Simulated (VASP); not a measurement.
A run of VASP 6.6.1:

Contents of INCAR:

```
  PREC = Accurate
  ENCUT = 520
  EDIFF = 1E-8
  ISMEAR = -1
  SIGMA = 0.01
  LREAL = Auto
  LASPH = T
  NELM = 150
  ALGO = Normal
  ISIF = 2
  LWAVE = F
  LCHARG = F
  ISPIN = 2
  MAGMOM = 0 0 0 0 0 0 0 0 0 0 0 0 0 0 0 0 0 0 1 0 0 0 0 0 0 0 0 0 0 0 0 0 0 0 0 0
  LORBIT = 11
  GGA = PE
  LEFG = T
  NBANDS = 100
```

Contents of KPOINTS:

```
regular mesh
0
Gamma
  3 3 3
```

POSCAR

```
B18N17O
1.0
    7.4947200000      0.0000000000      0.0000000000
   -3.7473600000      6.4906179144      0.0000000000
    0.0000000000      0.0000000000      6.6357000000
B O N
18 1 17
Direct
    0.1111111111      0.2222222222      0.2500000000
    0.1111111111      0.5555555556      0.2500000000
    0.1111111111      0.8888888889      0.2500000000
    0.4444444444      0.2222222222      0.2500000000
    0.4444444444      0.5555555556      0.2500000000
    0.4444444444      0.8888888889      0.2500000000
    0.7777777778      0.2222222222      0.2500000000
    0.7777777778      0.5555555556      0.2500000000
    0.7777777778      0.8888888889      0.2500000000
    0.2222222222      0.1111111111      0.7500000000
    0.2222222222      0.4444444444      0.7500000000
    0.2222222222      0.7777777778      0.7500000000
    0.5555555556      0.1111111111      0.7500000000
    0.5555555556      0.4444444444      0.7500000000
    0.5555555556      0.7777777778      0.7500000000
    0.8888888889      0.1111111111      0.7500000000
    0.8888888889      0.4444444444      0.7500000000
    0.8888888889      0.7777777778      0.7500000000
    0.1111111111      0.2222222222      0.7500000000
    0.1111111111      0.5555555556      0.7500000000
    0.1111111111      0.8888888889      0.7500000000
    0.4444444444      0.2222222222      0.7500000000
    0.4444444444      0.5555555556      0.7500000000
    0.4444444444      0.8888888889      0.7500000000
    0.7777777778      0.2222222222      0.7500000000
    0.7777777778      0.5555555556      0.7500000000
    0.7777777778      0.8888888889      0.7500000000
    0.2222222222      0.1111111111      0.2500000000
    0.2222222222      0.4444444444      0.2500000000
    0.2222222222      0.7777777778      0.2500000000
    0.5555555556      0.1111111111      0.2500000000
    0.5555555556      0.4444444444      0.2500000000
    0.5555555556      0.7777777778      0.2500000000
    0.8888888889      0.1111111111      0.2500000000
    0.8888888889      0.4444444444      0.2500000000
    0.8888888889      0.7777777778      0.2500000000
```

Potentials or basis: VASP PAW PBE potentials, release 64 (B, O, N).

Command:

```console
$ cat potpaw_PBE.64/B/POTCAR potpaw_PBE.64/O/POTCAR potpaw_PBE.64/N/POTCAR > POTCAR
$ mpirun -np 1 vasp_std > vasp.out
```

Hardware: 1 thread of Intel(R) Xeon(R) Platinum 8488C (Sapphire Rapids), on a shared host.

Question: Estimate the wall time of this run.

Answer: It took 8.9 min on 1 thread of Intel(R) Xeon(R) Platinum 8488C (Sapphire Rapids), with other jobs on the host, peak memory 0.64 GiB. Counts: scf iterations 19, k points 6.
